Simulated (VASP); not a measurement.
# BiPbBrO2 (I4mm) in VASP: single point with LDA

Aim: the single point of BiPbBrO2 with LDA.

Everything below comes from runs of VASP 6.6.1. Logs are shortened: lines on timing, memory, paths and dates and some standing lists are left out, and cuts for length are marked.

### 1 The cell of the first run

Symmetry: I4mm, No. 107, tetragonal system. Conventional cell: a = 3.917 Å, b = 3.917 Å, c = 12.636 Å, α = 90.00°, β = 90.00°, γ = 90.00°. Within 3.0 Å of Bi (site symmetry 4mm) lie 4 O at 2.25 Å. Pb (site symmetry 4mm) has 4 O at 2.37 Å within 3.1 Å. Br (site symmetry 4mm) has 5 Bi at 3.33 to 4.46 Å and 5 Pb at 3.43 to 4.29 Å and 8 O at 3.55 to 3.89 Å and 4 Br at 3.92 Å within 4.5 Å. Within 3.0 Å of O (site symmetry 2mm) lie 2 Bi at 2.25 Å and 2 Pb at 2.37 Å and 4 O at 2.77 Å.

### 2 Single point, LDA

Input file INCAR:

```
SYSTEM = BiPbBrO2
ALGO = Normal ; EDIFF = 1E-6
ENCUT = 520 ; GGA = CA
ISIF = 2 ; ISMEAR = 0
LASPH = .TRUE. ; LCHARG = .FALSE.
LREAL = .FALSE. ; LWAVE = .FALSE.
NBANDS = 32 ; NELM = 100
PREC = Accurate ; SIGMA = 0.1
```

Input file KPOINTS:

```
k-points
0
G
  8 8 8
  0 0 0
```

Input file POSCAR:

```
BiPbBrO2
1.0
   -1.9582946741      1.9582946741      6.3178000729
    1.9582946741     -1.9582946741      6.3178000729
    1.9582946741      1.9582946741     -6.3178000729
Bi Pb Br O
1 1 1 2
Direct
    0.3439510464      0.3439510464      0.0000000000
    0.6517035828      0.6517035828      0.0000000000
    0.9909531552      0.9909531552      0.0000000000
    0.7566956079      0.2566956079      0.5000000000
    0.2566956079      0.7566956079      0.5000000000
```

Potentials or basis: VASP PAW LDA potentials, release 64 (Bi_d, Pb_d, Br, O).

Run with:

```bash
> cat potpaw_LDA.64/Bi_d/POTCAR potpaw_LDA.64/Pb_d/POTCAR potpaw_LDA.64/Br/POTCAR potpaw_LDA.64/O/POTCAR > POTCAR
> mpirun -np 1 vasp_std > vasp.out
```

OUTCAR:

```text
SYSTEM = BiPbBrO2
   EDIFF = 1E-6
   ENCUT = 520
   GGA = CA
   ISIF = 2
   ISMEAR = 0
   LASPH = .TRUE.
   LREAL = .FALSE.
   NELM = 100
   PREC = Accurate

 ion  position               nearest neighbor table
   1  0.344  0.344  0.000-   5 2.25   4 2.25   4 2.25   5 2.25   3 3.33   3 3.33   3 3.33   3 3.33
                             2 3.68   2 3.68   2 3.68   2 3.68   2 3.89
   2  0.652  0.652  0.000-   4 2.37   5 2.37   5 2.37   4 2.37   3 3.43   3 3.43   3 3.43   3 3.43
                             1 3.68   1 3.68   1 3.68   1 3.68   1 3.89
   3  0.991  0.991  0.000-   1 3.33   1 3.33   1 3.33   1 3.33   2 3.43   2 3.43   2 3.43   2 3.43

   4  0.757  0.257  0.500-   1 2.25   1 2.25   2 2.37   2 2.37
   5  0.257  0.757  0.500-   1 2.25   1 2.25   2 2.37   2 2.37

  LATTYP: Found a body centered tetragonal cell.
 ALAT       =     3.9165893482
 C/A-ratio  =     3.2261743631

  Lattice vectors:

 A1 = (  -1.9582946741,   1.9582946741,   6.3178000729)
 A2 = (   1.9582946741,  -1.9582946741,   6.3178000729)
 A3 = (   1.9582946741,   1.9582946741,  -6.3178000729)

Analysis of symmetry for initial positions (statically):
=====================================================================
 Subroutine PRICEL returns:
 Original cell was already a primitive cell.

 Routine SETGRP: Setting up the symmetry group for a
 body centered tetragonal supercell.

 Subroutine GETGRP returns: Found  8 space group operations
 (whereof  8 operations were pure point group operations)
 out of a pool of 16 trial point group operations.

The static configuration has the point symmetry C_4v.

Analysis of symmetry for dynamics (positions and initial velocities):
=====================================================================
 Subroutine PRICEL returns:
 Original cell was already a primitive cell.

 Routine SETGRP: Setting up the symmetry group for a
 body centered tetragonal supercell.

 Subroutine GETGRP returns: Found  8 space group operations
 (whereof  8 operations were pure point group operations)
 out of a pool of 16 trial point group operations.

The dynamic configuration has the point symmetry C_4v.

 Subroutine INISYM returns: Found  8 space group operations
 (whereof  8 operations are pure point group operations),
 and found     1 'primitive' translations

----------------------------------------------------------------------------------------

                                     Primitive cell

  volume of cell :      96.9130

  direct lattice vectors                    reciprocal lattice vectors
    -1.958294674  1.958294674  6.317800073     0.000000000  0.255324189  0.079141472
     1.958294674 -1.958294674  6.317800073     0.255324189  0.000000000  0.079141472
     1.958294674  1.958294674 -6.317800073     0.255324189  0.255324189  0.000000000

  length of vectors
     6.898147130  6.898147130  6.898147130     0.267308463  0.267308463  0.361082931

  position of ions in fractional coordinates (direct lattice)
     0.343951046  0.343951046  0.000000000
     0.651703583  0.651703583  0.000000000
     0.990953155  0.990953155  0.000000000
     0.756695608  0.256695608  0.500000000
     0.256695608  0.756695608  0.500000000

  ion indices of the primitive-cell ions
   primitive index   ion index
                 1           1
                 2           2
                 3           3
                 4           4
                 5           5

----------------------------------------------------------------------------------------

 KPOINTS: k-points

Automatic generation of k-mesh.
 Grid dimensions read from file:
 generate k-points for:    8    8    8

 Generating k-lattice:

  Cartesian coordinates                     Fractional coordinates (reciprocal lattice)
     0.000000000  0.031915524  0.009892684     0.125000000  0.000000000 -0.000000000
     0.031915524  0.000000000  0.009892684     0.000000000  0.125000000 -0.000000000
     0.031915524  0.031915524  0.000000000     0.000000000  0.000000000  0.125000000

  Length of vectors
     0.033413558  0.033413558  0.045135366

  Shift w.r.t. Gamma in fractional coordinates (k-lattice)
     0.000000000  0.000000000  0.000000000

 Subroutine IBZKPT returns following result:
 ===========================================

 Found     59 irreducible k-points:

 Following reciprocal coordinates:
            Coordinates               Weight
  0.000000  0.000000  0.000000      1.000000
  0.125000  0.000000  0.000000      8.000000
  0.250000  0.000000  0.000000      8.000000
  0.375000  0.000000  0.000000      8.000000
  0.500000  0.000000  0.000000      4.000000
  0.125000  0.125000  0.000000      8.000000
[... 16 lines left out ...]
  0.250000  0.125000  0.125000     16.000000
  0.375000  0.125000  0.125000      8.000000
 [... further k-points ...]
   k-points           NKPTS =     59   k-points in BZ     NKDIM =     59   number of bands    NBANDS=     32
   number of dos      NEDOS =    301   number of ions     NIONS =      5
   total plane-waves  NPLWV = 157464
   dimension x,y,z NGX =    54 NGY =   54 NGZ =   54
   dimension x,y,z NGXF=   108 NGYF=  108 NGZF=  108
   ions per type =               1   1   1   2
   NGX,Y,Z   is equivalent  to a cutoff of  13.01, 13.01, 13.01 a.u.
   NGXF,Y,Z  is equivalent  to a cutoff of  26.03, 26.03, 26.03 a.u.
 SYSTEM =  BiPbBrO2
   PREC   = accura    normal or accurate (medium, high low for compatibility)
   ISTART =      0    job   : 0-new  1-cont  2-samecut
   ICHARG =      2    charge: 1-file 2-atom 10-const
   ISPIN  =      1    spin polarized calculation?
   LNONCOLLINEAR =      F non collinear calculations
   LSORBIT =      F    spin-orbit coupling
   LASPH  =      T    aspherical Exc in radial PAW
   ENCUT  =  520.0 eV  38.22 Ry    6.18 a.u.  12.83 12.83 12.83*2*pi/ulx,y,z
   NELM   =    100;   NELMIN=  2; NELMDL= -5     # of ELM steps
   EDIFF  = 0.1E-05   stopping-criterion for ELM
   LREAL  =      F    real-space projection
   EDIFFG = 0.1E-04   stopping-criterion for IOM
   NSW    =      0    number of steps for IOM
   IBRION =     -1    ionic relax: 0-MD 1-quasi-New 2-CG
   NFREE  =      0    steps in history (QN), initial steepest desc. (CG)
   ISIF   =      2    stress and relaxation
   ISYM   =      2    0-nonsym 1-usesym 2-fastsym
   POTIM  = 0.5000    time-step for ionic-motion
   TEBEG  =    0.0;   TEEND  =   0.0 temperature during run
   PSTRESS=    0.0 pullay stress
   NELECT =      48.0000    total number of electrons
   NUPDOWN=      -1.0000    fix difference up-down
   EMIN   =  10.00;   EMAX   =-10.00  energy-range for DOS
   EFERMI =   0.00;   METHOD = LEGACY
   ISMEAR =     0;   SIGMA  =   0.10  broadening in eV -4-tet -1-fermi 0-gaus
   EFERMI_NEDOS =   21; number of points for ismear=-14 and -15
   IALGO  =     38    algorithm
   IMIX   =      4    mixing-type and parameters
     AMIX     =   0.40;   BMIX     =  1.00
     AMIX_MAG =   1.60;   BMIX_MAG =  1.00
  volume/ion in A,a.u.               =      19.38       130.80
  Fermi-wavevector in a.u.,A,eV,Ry     =   1.295273  2.447711 22.826926  1.677732
  Thomas-Fermi vector in A             =   2.426803
   LORBIT       =      0    0 simple, 1 ext, 2 COOP (PROOUT), +10 PAW based schemes
   GGA     = CA    functional components
   LHFCALC =     F    Hartree Fock is set to
   AEXX    =    0.0000 exact exchange contribution
   IVDW    =     0    specifies the selected vdW correction
   LEPSILON=     F    determine dielectric tensor
   LRPA    =     F    only Hartree local field effects (RPA)
 non-spin polarized calculation
 Gauss-broadening in eV      SIGMA  =   0.10
  energy-cutoff  :      520.00
  volume of cell :       96.91
 maximum number of plane-waves:      2636
 NGX is ok and might be reduce to    54
   NGX = 25   NGY = 25   NGZ = 25

 number of electron      47.9999998 magnetization

 Free energy of the ion-electron system (eV)
  ---------------------------------------------------
  ext. energy  EPLUGINS =         0.00000000
  ---------------------------------------------------
  free energy    TOTEN  =       -28.51812886 eV

  energy without entropy =      -28.51812886  energy(sigma->0) =      -28.51812886

 E-fermi :   5.4332     XC(G=0): -10.6648

 val. band max:        4.9403167835   @ k =  -0.2500   0.3750   0.2500
 cond. band min:       6.5602980591   @ k =   0.0000   0.0000   0.0000
 fundamental gap:      1.6199812756
 Fermi energy:         5.4332257007

 k-point     1 :       0.0000    0.0000    0.0000
  band No.  band energies     occupation
      1     -17.3463      2.00000
      2     -17.1857      2.00000
      3     -17.1755      2.00000
      4     -17.1755      2.00000
      5     -17.0874      2.00000
      6     -13.4676      2.00000
[... 24 lines left out ...]
     31      11.7443      0.00000
     32      13.6783      0.00000

 k-point     2 :       0.1250    0.0000    0.0000
  band No.  band energies     occupation
      1     -17.3372      2.00000
      2     -17.1963      2.00000
      3     -17.1751      2.00000
      4     -17.1721      2.00000
      5     -17.0898      2.00000
      6     -13.3827      2.00000
[... 24 lines left out ...]
     31      12.1432      0.00000
     32      14.1564      0.00000

 k-point     3 :       0.2500    0.0000    0.0000
  band No.  band energies     occupation
      1     -17.3168      2.00000
      2     -17.2229      2.00000
      3     -17.1742      2.00000
      4     -17.1609      2.00000
      5     -17.0957      2.00000
      6     -13.1459      2.00000
[... 24 lines left out ...]
     31      12.8508      0.00000
     32      14.6974      0.00000

 k-point     4 :       0.3750    0.0000    0.0000
  band No.  band energies     occupation
      1     -17.2987      2.00000
      2     -17.2493      2.00000
      3     -17.1732      2.00000
      4     -17.1469      2.00000
      5     -17.1016      2.00000
      6     -12.8163      2.00000
[... 654 lines left out ...]
     31      13.8637      0.00000
     32      14.6690      0.00000

 k-point    23 :       0.2500    0.1250    0.1250
  band No.  band energies     occupation
      1     -17.2887      2.00000
      2     -17.2579      2.00000
      3     -17.1596      2.00000
      4     -17.1419      2.00000
      5     -17.1118      2.00000
      6     -12.6031      2.00000
[... 24 lines left out ...]
     31      13.6454      0.00000
     32      14.5294      0.00000

 k-point    24 :       0.3750    0.1250    0.1250
  band No.  band energies     occupation
      1     -17.2889      2.00000
      2     -17.2630      2.00000
      3     -17.1590      2.00000
      4     -17.1324      2.00000
      5     -17.1145      2.00000
      6     -12.3990      2.00000
[... 24 lines left out ...]
     31      13.5571      0.00000
     32      14.5248      0.00000

 [... further k-points ...]
[... 5 lines left out ...]
  --------------------------------------------------------------------------------------
  -------------------------------------------------------------------------------------
  Total        0.0623043      0.0623043     -0.0242376      0.0000000      0.0000000      0.0000000
  in kB        1.0300228      1.0300228     -0.4006990      0.0000000      0.0000000      0.0000000
  external PRESSURE =       0.5531155 kB  Pullay stress =       0.0000000 kB

 VOLUME and BASIS-vectors are now :
 -----------------------------------------------------------------------------
  energy-cutoff  :      520.00
  volume of cell :       96.91
      direct lattice vectors                 reciprocal lattice vectors
    -1.958294674  1.958294674  6.317800073     0.000000000  0.255324189  0.079141472
     1.958294674 -1.958294674  6.317800073     0.255324189  0.000000000  0.079141472
     1.958294674  1.958294674 -6.317800073     0.255324189  0.255324189  0.000000000

 POSITION                                       TOTAL-FORCE (eV/Angst)
 -----------------------------------------------------------------------------------
      0.00000      0.00000      4.34603         0.000000      0.000000      0.099258
      0.00000      0.00000      8.23467        -0.000000     -0.000000     -0.063329
      0.00000      0.00000     12.52129        -0.000000     -0.000000     -0.007453
      0.00000      1.95829      3.24350         0.000000     -0.000000     -0.014238
      1.95829      0.00000      3.24350        -0.000000      0.000000     -0.014238
 -----------------------------------------------------------------------------------
    total drift:                                0.000000      0.000000     -0.000401

  FREE ENERGIE OF THE ION-ELECTRON SYSTEM (eV)
  ---------------------------------------------------
  free  energy   TOTEN  =       -28.5181288560 eV

  energy  without entropy=      -28.5181288560  energy(sigma->0) =      -28.51812886
```

Run time: 11 min. Hardware: 1 thread of Intel Xeon Platinum 8375C at 2.90GHz (Ice Lake), shared host; peak memory 0.44 GiB.

Results:

| Quantity | Value |
| --- | --- |
| Free energy | -28.5181 eV |
| Pressure | 0.1 GPa |
| Largest force | 0.099 eV/Å |
| Band gap on the k mesh | 1.62 eV (least direct gap 1.92 eV) |

Forces on the atoms (eV/Å):
```
Bi   0.000  0.000  0.099
Pb   0.000  0.000 -0.063
Br   0.000  0.000 -0.007
O    0.000  0.000 -0.014
O    0.000  0.000 -0.014
```

Levels at points of the mesh, in eV from the valence-band top:
```
           k point  band 22  band 23  band 24  band 25  band 26  band 27
(0.00, 0.00, 0.00)    -1.38    -1.38    -0.30     1.62     4.88     5.47
(0.50, 0.00, 0.00)    -1.15    -1.11    -0.08     3.44     4.70     5.14
(0.50, 0.50, 0.00)    -1.30    -1.26    -0.70     2.37     4.28     4.80
(0.50, 0.50, 0.50)    -1.29    -1.29    -0.61     1.88     4.47     4.59
```

Caveat: spin-orbit coupling is left out, which moves the levels of the heavy elements. A k mesh can miss the band edges.
